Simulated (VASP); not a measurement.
A run of VASP 6.6.1:

Contents of INCAR:

```
SYSTEM = GaAs
  PREC = Accurate
  ENCUT = 520
  EDIFF = 1E-8
  ISMEAR = -1
  SIGMA = 0.02
  LREAL = .FALSE.
  LASPH = .TRUE.
  NELM = 80
  ALGO = Normal
  ISIF = 2
  LWAVE = .FALSE.
  LCHARG = .FALSE.
  GGA = PS
  LEFG = .TRUE.
  NBANDS = 16
```

The input KPOINTS:

```
regular mesh
0
G
  13 13 13
  0 0 0
```

Contents of POSCAR:

```
GaAs
1.0
    0.0000000000      2.8268500000      2.8268500000
    2.8268500000      0.0000000000      2.8268500000
    2.8268500000      2.8268500000      0.0000000000
Ga As
1 1
Direct
    0.0000000000      0.0000000000      0.0000000000
    0.2500000000      0.2500000000      0.2500000000
```

Potentials or basis: VASP PAW PBE potentials, release 64 (Ga_d, As).

Command:

```bash
$ cat potpaw_PBE.64/Ga_d/POTCAR potpaw_PBE.64/As/POTCAR > POTCAR
$ mpirun -np 1 vasp_std > vasp.out
```

Hardware: 1 thread of Intel(R) Xeon(R) Platinum 8488C (Sapphire Rapids), on a shared host.

**Question.** Estimate the wall time of this run.

**Answer.** Run time: 59 s on 1 thread of Intel(R) Xeon(R) Platinum 8488C (Sapphire Rapids) (shared host), peak memory 0.21 GiB. Counts: scf iterations 14, k points 84.
